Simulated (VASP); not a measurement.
ZrC:

```xyz
2
Lattice="0.0000 2.3650 2.3650 2.3650 0.0000 2.3650 2.3650 2.3650 0.0000" Properties=species:S:1:pos:R:3 pbc="T T T"
Zr    2.3650    2.3650    2.3650
C     0.0000    0.0000    0.0000
```

Base run:

| Item | Value |
| --- | --- |
| Program | VASP 6.6.1 |
| Functional | PBEsol |
| Potentials or basis | VASP PAW PBE potentials, release 64 (Zr_sv, C) |
| Cutoff | 520 eV |
| k mesh | 12 × 12 × 12 |
| Occupations | gaussian, width 0.05 eV |
| Spin | no spin polarisation |

Its results: band gap on the k mesh zero (band 8 reaches 10.23 eV, above the bottom of band 9 at 8.91 eV); pressure -8.1 GPa.

Q: The run is repeated on the same cell with these changes: functional from PBEsol to r2SCAN. What comes out?

A: Band gap on the k mesh zero (band 8 reaches 10.35 eV, above the bottom of band 9 at 9.03 eV); pressure -2.4 GPa.

Caveats: the PAW data sets were made with another functional, which shifts forces and pressure a little.
